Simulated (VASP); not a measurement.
# Ta (Im-3m) in VASP: notebook

Runs on Ta. Level: PBEsol. Tasks: single point, relaxation of volume and atoms at fixed shape.

All numbers are computed with VASP 6.6.1; they aren't measurements. Logs are shortened: lines on timing, memory, paths and dates and some standing lists are left out, and cuts for length are marked.

### Step 1. The cell of the first run

It takes space group Im-3m (No. 229, cubic). The conventional cell has a = 3.291 Å, b = 3.291 Å, c = 3.291 Å, α = 90.00°, β = 90.00°, γ = 90.00°. Ta (site symmetry m-3m) has 14 Ta at 2.85 to 3.29 Å within 3.8 Å.

### Step 2. Single point, PBEsol

The input, INCAR:

```
ALGO = Normal
EDIFF = 1E-6
ENCUT = 520
GGA = PS
ISIF = 2
ISMEAR = -1
LASPH = True
LCHARG = False
LREAL = False
LWAVE = False
NBANDS = 12
NELM = 100
PREC = Accurate
SIGMA = 0.02
```

The input, KPOINTS:

```
k-points
0
Gamma
  10 10 10
```

The input, POSCAR:

```
Ta
1.0
   -1.6456398395      1.6456398395      1.6456398395
    1.6456398395     -1.6456398395      1.6456398395
    1.6456398395      1.6456398395     -1.6456398395
Ta
1
Direct
    0.0000000000      0.0000000000      0.0000000000
```

Potentials or basis: VASP PAW PBE potentials, release 64 (Ta_pv).

Run with:

```
$ cat potpaw_PBE.64/Ta_pv/POTCAR > POTCAR
$ mpirun -np 1 vasp_std > vasp.out
```

OUTCAR:

```text
EDIFF = 1E-6
   ENCUT = 520
   GGA = PS
   ISIF = 2
   ISMEAR = -1
   LASPH = True
   LREAL = False
   NELM = 100
   PREC = Accurate

 ion  position               nearest neighbor table
   1  0.000  0.000  0.000-

  LATTYP: Found a body centered cubic cell.
 ALAT       =     3.2912796790

  Lattice vectors:

 A1 = (  -1.6456398395,   1.6456398395,   1.6456398395)
 A2 = (   1.6456398395,  -1.6456398395,   1.6456398395)
 A3 = (   1.6456398395,   1.6456398395,  -1.6456398395)

Analysis of symmetry for initial positions (statically):
=====================================================================
 Subroutine PRICEL returns:
 Original cell was already a primitive cell.

 Routine SETGRP: Setting up the symmetry group for a
 body centered cubic supercell.

 Subroutine GETGRP returns: Found 48 space group operations
 (whereof 48 operations were pure point group operations)
 out of a pool of 48 trial point group operations.

The static configuration has the point symmetry O_h .

Analysis of symmetry for dynamics (positions and initial velocities):
=====================================================================
 Subroutine PRICEL returns:
 Original cell was already a primitive cell.

 Routine SETGRP: Setting up the symmetry group for a
 body centered cubic supercell.

 Subroutine GETGRP returns: Found 48 space group operations
 (whereof 48 operations were pure point group operations)
 out of a pool of 48 trial point group operations.

The dynamic configuration has the point symmetry O_h .

 Subroutine INISYM returns: Found 48 space group operations
 (whereof 48 operations are pure point group operations),
 and found     1 'primitive' translations

----------------------------------------------------------------------------------------

                                     Primitive cell

  volume of cell :      17.8264

  direct lattice vectors                    reciprocal lattice vectors
    -1.645639840  1.645639840  1.645639840     0.000000000  0.303833189  0.303833189
     1.645639840 -1.645639840  1.645639840     0.303833189  0.000000000  0.303833189
     1.645639840  1.645639840 -1.645639840     0.303833189  0.303833189  0.000000000

  length of vectors
     2.850331813  2.850331813  2.850331813     0.429685016  0.429685016  0.429685016

  position of ions in fractional coordinates (direct lattice)
     0.000000000  0.000000000  0.000000000

  ion indices of the primitive-cell ions
   primitive index   ion index
                 1           1

----------------------------------------------------------------------------------------

 KPOINTS: k-points

Automatic generation of k-mesh.
 Grid dimensions read from file:
 generate k-points for:   10   10   10

 Generating k-lattice:

  Cartesian coordinates                     Fractional coordinates (reciprocal lattice)
     0.000000000  0.030383319  0.030383319     0.100000000  0.000000000  0.000000000
     0.030383319  0.000000000  0.030383319     0.000000000  0.100000000  0.000000000
     0.030383319  0.030383319  0.000000000     0.000000000  0.000000000  0.100000000

  Length of vectors
     0.042968502  0.042968502  0.042968502

  Shift w.r.t. Gamma in fractional coordinates (k-lattice)
     0.000000000  0.000000000  0.000000000

 Subroutine IBZKPT returns following result:
 ===========================================

 Found     47 irreducible k-points:

 Following reciprocal coordinates:
            Coordinates               Weight
  0.000000  0.000000  0.000000      1.000000
  0.100000  0.000000  0.000000     12.000000
  0.200000  0.000000  0.000000     12.000000
  0.300000  0.000000  0.000000     12.000000
  0.400000  0.000000  0.000000     12.000000
  0.500000  0.000000  0.000000      6.000000
[... 16 lines left out ...]
  0.300000  0.300000  0.100000      8.000000
 -0.300000  0.300000  0.100000     24.000000
 [... further k-points ...]
   k-points           NKPTS =     47   k-points in BZ     NKDIM =     47   number of bands    NBANDS=     12
   number of dos      NEDOS =    301   number of ions     NIONS =      1
   total plane-waves  NPLWV =  13824
   dimension x,y,z NGX =    24 NGY =   24 NGZ =   24
   dimension x,y,z NGXF=    48 NGYF=   48 NGZF=   48
   ions per type =               1
   NGX,Y,Z   is equivalent  to a cutoff of  14.00, 14.00, 14.00 a.u.
   NGXF,Y,Z  is equivalent  to a cutoff of  28.00, 28.00, 28.00 a.u.
 SYSTEM =  unknown system
   PREC   = accura    normal or accurate (medium, high low for compatibility)
   ISTART =      0    job   : 0-new  1-cont  2-samecut
   ICHARG =      2    charge: 1-file 2-atom 10-const
   ISPIN  =      1    spin polarized calculation?
   LNONCOLLINEAR =      F non collinear calculations
   LSORBIT =      F    spin-orbit coupling
   LASPH  =      T    aspherical Exc in radial PAW
   ENCUT  =  520.0 eV  38.22 Ry    6.18 a.u.   5.30  5.30  5.30*2*pi/ulx,y,z
   NELM   =    100;   NELMIN=  2; NELMDL= -5     # of ELM steps
   EDIFF  = 0.1E-05   stopping-criterion for ELM
   LREAL  =      F    real-space projection
   EDIFFG = 0.1E-04   stopping-criterion for IOM
   NSW    =      0    number of steps for IOM
   IBRION =     -1    ionic relax: 0-MD 1-quasi-New 2-CG
   NFREE  =      0    steps in history (QN), initial steepest desc. (CG)
   ISIF   =      2    stress and relaxation
   ISYM   =      2    0-nonsym 1-usesym 2-fastsym
   POTIM  = 0.5000    time-step for ionic-motion
   TEBEG  =    0.0;   TEEND  =   0.0 temperature during run
   PSTRESS=    0.0 pullay stress
   NELECT =      11.0000    total number of electrons
   NUPDOWN=      -1.0000    fix difference up-down
   EMIN   =  10.00;   EMAX   =-10.00  energy-range for DOS
   EFERMI =   0.00;   METHOD = LEGACY
   ISMEAR =    -1;   SIGMA  =   0.02  broadening in eV -4-tet -1-fermi 0-gaus
   EFERMI_NEDOS =   21; number of points for ismear=-14 and -15
   IALGO  =     38    algorithm
   IMIX   =      4    mixing-type and parameters
     AMIX     =   0.40;   BMIX     =  1.00
     AMIX_MAG =   1.60;   BMIX_MAG =  1.00
  volume/ion in A,a.u.               =      17.83       120.30
  Fermi-wavevector in a.u.,A,eV,Ry     =   1.393748  2.633802 26.429774  1.942534
  Thomas-Fermi vector in A             =   2.517364
   LORBIT       =      0    0 simple, 1 ext, 2 COOP (PROOUT), +10 PAW based schemes
   GGA     = PS    functional components
   LHFCALC =     F    Hartree Fock is set to
   AEXX    =    0.0000 exact exchange contribution
   IVDW    =     0    specifies the selected vdW correction
   LEPSILON=     F    determine dielectric tensor
   LRPA    =     F    only Hartree local field effects (RPA)
 non-spin polarized calculation
  energy-cutoff  :      520.00
  volume of cell :       17.83
 maximum number of plane-waves:       490
 NGX is ok and might be reduce to    24
   NGX = 11   NGY = 11   NGZ = 11

 number of electron      11.0000002 magnetization

 Free energy of the ion-electron system (eV)
  ---------------------------------------------------
  ext. energy  EPLUGINS =         0.00000000
  ---------------------------------------------------
  free energy    TOTEN  =       -12.54576790 eV

  energy without entropy =      -12.54414722  energy(sigma->0) =      -12.54495756

 E-fermi :   5.4427     XC(G=0): -12.7871

 val. band max:        5.3844480189   @ k =  -0.4000   0.4000   0.1000
 cond. band min:       5.4570636868   @ k =   0.1000   0.1000   0.0000
 fundamental gap:      0.0726156679
 Fermi energy:         5.4427434097

 k-point     1 :       0.0000    0.0000    0.0000
  band No.  band energies     occupation
      1     -27.6171      2.00000
      2     -27.6171      2.00000
      3     -27.6171      2.00000
      4      -2.5624      2.00000
      5       6.1034      0.00000
      6       6.1034      0.00000
      7       6.1034      0.00000
      8       9.4158      0.00000
      9       9.4158      0.00000
     10      20.0512      0.00000
     11      20.4997      0.00000
     12      20.4997      0.00000

 k-point     2 :       0.1000    0.0000    0.0000
  band No.  band energies     occupation
      1     -27.7435      2.00000
      2     -27.6560      2.00000
      3     -27.6179      2.00000
      4      -2.1160      2.00000
      5       5.8205      0.00000
      6       6.0022      0.00000
      7       6.5460      0.00000
      8       9.0108      0.00000
      9       9.4206      0.00000
     10      20.0506      0.00000
     11      20.8780      0.00000
     12      21.2800      0.00000

 k-point     3 :       0.2000    0.0000    0.0000
  band No.  band energies     occupation
      1     -28.0633      2.00000
      2     -27.7564      2.00000
      3     -27.6198      2.00000
      4      -0.9421      2.00000
      5       5.1630      2.00000
      6       5.5404      0.01504
      7       7.8290      0.00000
      8       8.7103      0.00000
      9       9.5017      0.00000
     10      20.0479      0.00000
     11      21.2031      0.00000
     12      23.0156      0.00000

 k-point     4 :       0.3000    0.0000    0.0000
  band No.  band energies     occupation
      1     -28.4387      2.00000
      2     -27.8780      2.00000
      3     -27.6223      2.00000
      4       0.3612      2.00000
      5       4.4703      2.00000
      6       5.2523      1.99985
      7       9.0348      0.00000
      8       9.7551      0.00000
      9       9.7971      0.00000
     10      19.8341      0.00000
     11      20.0244      0.00000
     12      21.0273      0.00000

 k-point     5 :       0.4000    0.0000    0.0000
  band No.  band energies     occupation
      1     -28.7281      2.00000
      2     -27.9745      2.00000
      3     -27.6243      2.00000
      4       0.9216      2.00000
      5       3.9788      2.00000
      6       6.1389      0.00000
      7       9.3685      0.00000
      8      10.1317      0.00000
      9      12.0414      0.00000
     10      18.1335      0.00000
     11      18.3695      0.00000
     12      20.0764      0.00000

 k-point     6 :       0.5000    0.0000    0.0000
  band No.  band energies     occupation
      1     -28.8356      2.00000
      2     -28.0108      2.00000
      3     -27.6251      2.00000
      4       0.9629      2.00000
      5       3.8038      2.00000
      6       7.0646      0.00000
      7       9.2985      0.00000
      8      10.3379      0.00000
      9      13.2836      0.00000
     10      17.2582      0.00000
     11      17.4258      0.00000
     12      20.0694      0.00000

 k-point     7 :       0.1000    0.1000    0.0000
  band No.  band energies     occupation
      1     -27.9637      2.00000
      2     -27.6998      2.00000
      3     -27.6479      2.00000
      4      -1.2939      2.00000
      5       5.4571      0.65654
      6       5.5553      0.00716
      7       7.4804      0.00000
      8       8.5365      0.00000
      9       9.6092      0.00000
     10      20.0491      0.00000
     11      21.5079      0.00000
     12      22.3718      0.00000

 k-point     8 :       0.2000    0.1000    0.0000
  band No.  band energies     occupation
      1     -28.2885      2.00000
      2     -27.8214      2.00000
      3     -27.6618      2.00000
      4       0.0409      2.00000
      5       4.7836      2.00000
      6       5.0289      2.00000
      7       8.4915      0.00000
      8       9.1987      0.00000
      9       9.9139      0.00000
     10      20.0392      0.00000
     11      20.9077      0.00000
     12      22.3130      0.00000
[... 166 lines left out ...]
 k-point    20 :       0.2000    0.2000    0.1000
  band No.  band energies     occupation
      1     -28.5950      2.00000
      2     -27.9968      2.00000
      3     -27.8138      2.00000
      4       2.4431      2.00000
      5       3.9393      2.00000
      6       4.1896      2.00000
      7       9.6859      0.00000
      8      10.2082      0.00000
      9      13.7774      0.00000
     10      17.2483      0.00000
     11      20.0654      0.00000
     12      20.5038      0.00000

 k-point    21 :       0.3000    0.2000    0.1000
  band No.  band energies     occupation
      1     -28.5898      2.00000
      2     -28.1699      2.00000
      3     -27.8440      2.00000
      4       2.7669      2.00000
      5       3.8418      2.00000
      6       5.0236      2.00000
      7       9.9367      0.00000
      8      10.3908      0.00000
      9      14.6352      0.00000
     10      15.6863      0.00000
     11      19.1598      0.00000
     12      20.0614      0.00000

 k-point    22 :      -0.2000    0.2000    0.1000
  band No.  band energies     occupation
      1     -28.0650      2.00000
      2     -27.7975      2.00000
      3     -27.7166      2.00000
      4      -0.5377      2.00000
      5       5.5378      0.01711
      6       5.6391      0.00011
      7       7.4421      0.00000
      8       7.6758      0.00000
      9      10.2325      0.00000
     10      20.0455      0.00000
     11      21.7488      0.00000
     12      23.1178      0.00000

 k-point    23 :       0.3000    0.3000    0.1000
  band No.  band energies     occupation
      1     -28.3964      2.00000
      2     -28.3964      2.00000
      3     -27.8818      2.00000
      4       3.0914      2.00000
      5       4.4775      2.00000
      6       4.4775      2.00000
      7      10.2804      0.00000
      8      10.2804      0.00000
      9      13.4370      0.00000
     10      17.6343      0.00000
     11      17.6343      0.00000
     12      20.0605      0.00000

 k-point    24 :      -0.3000    0.3000    0.1000
  band No.  band energies     occupation
      1     -28.4215      2.00000
      2     -27.9211      2.00000
      3     -27.7147      2.00000
      4       0.7578      2.00000
      5       4.8908      2.00000
      6       5.0065      2.00000
      7       7.9663      0.00000
      8       9.6429      0.00000
      9      10.3965      0.00000
     10      19.5141      0.00000
     11      20.0744      0.00000
     12      22.2552      0.00000

 [... further k-points ...]
[... 5 lines left out ...]
  --------------------------------------------------------------------------------------
  -------------------------------------------------------------------------------------
  Total        0.0189033      0.0189033      0.0189033      0.0000000     -0.0000000      0.0000000
  in kB        1.6989660      1.6989660      1.6989660      0.0000000     -0.0000000      0.0000000
  external PRESSURE =       1.6989660 kB  Pullay stress =       0.0000000 kB

 VOLUME and BASIS-vectors are now :
 -----------------------------------------------------------------------------
  energy-cutoff  :      520.00
  volume of cell :       17.83
      direct lattice vectors                 reciprocal lattice vectors
    -1.645639840  1.645639840  1.645639840     0.000000000  0.303833189  0.303833189
     1.645639840 -1.645639840  1.645639840     0.303833189  0.000000000  0.303833189
     1.645639840  1.645639840 -1.645639840     0.303833189  0.303833189  0.000000000

 POSITION                                       TOTAL-FORCE (eV/Angst)
 -----------------------------------------------------------------------------------
      0.00000      0.00000      0.00000        -0.000000     -0.000000      0.000000
 -----------------------------------------------------------------------------------
    total drift:                               -0.000000      0.000000      0.000000

  FREE ENERGIE OF THE ION-ELECTRON SYSTEM (eV)
  ---------------------------------------------------
  free  energy   TOTEN  =       -12.5457679037 eV

  energy  without entropy=      -12.5441472174  energy(sigma->0) =      -12.54495756
```

It took 4.1 s on 1 thread of AMD EPYC 9R45 (Zen 5), shared host; peak memory 0.11 GiB.

What came out:

```yaml
Free_energy: -12.5458 eV
Pressure: 0.2 GPa
Band_gap_on_the_k_mesh: zero (an odd number of electrons rules out a gap without spin polarisation)
```

Levels at points of the mesh, in eV from the Fermi level:
```tsv
k point	band 1	band 2	band 3	band 4	band 5	band 6	band 7	band 8	band 9	band 10
(0.00, 0.00, 0.00)	-33.06	-33.06	-33.06	-8.01	0.66	0.66	0.66	3.97	3.97	14.61
(0.50, 0.00, 0.00)	-34.28	-33.45	-33.07	-4.48	-1.64	1.62	3.86	4.90	7.84	11.82
(0.50, 0.50, 0.50)	-33.91	-33.91	-33.91	-3.92	-3.92	6.86	6.86	6.86	8.71	8.71
```

Caveat: the PAW data sets were made with another functional, which shifts forces and pressure a little; spin-orbit coupling is left out, which moves the levels of the heavy elements.

[end of part 1 of 2]
